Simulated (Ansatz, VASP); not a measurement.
## GaP in VASP and in Ansatz

```
Ga P
1.0
     0.00000    2.72317    2.72317
     2.72317    0.00000    2.72317
     2.72317    2.72317    0.00000
Ga P
1 1
Direct
  0.00000 0.00000 0.00000
  0.25000 0.25000 0.25000
```

Alike in both runs: functional PBE; dispersion D3(BJ); k mesh 10 × 10 × 10; occupations gaussian, width 0.02 eV; no spin polarisation.

Ansatz relaxed the structure, and its values are those at the end. VASP's run is a single point on that final structure, the one shown.

```csv
,VASP,Ansatz
version,VASP 6.6.1,Ansatz 0.2.0
potentials or method,"VASP PAW PBE potentials, release 64 (Ga_d, P), cutoff 500 eV","scalar-relativistic, plane waves, PAW"
valence electrons in the cell,18,18
```

Ansatz gave:

| Property | Result |
| --- | --- |
| gap on the k mesh at the Fermi level (eV) | 1.60 |
| least direct gap on the mesh (eV) | 1.85 |
| pressure (GPa) | 0.0 |

Which values does VASP return?

gap on the k mesh at the Fermi level (eV): 1.60; least direct gap on the mesh (eV): 1.85; pressure (GPa): -0.1.
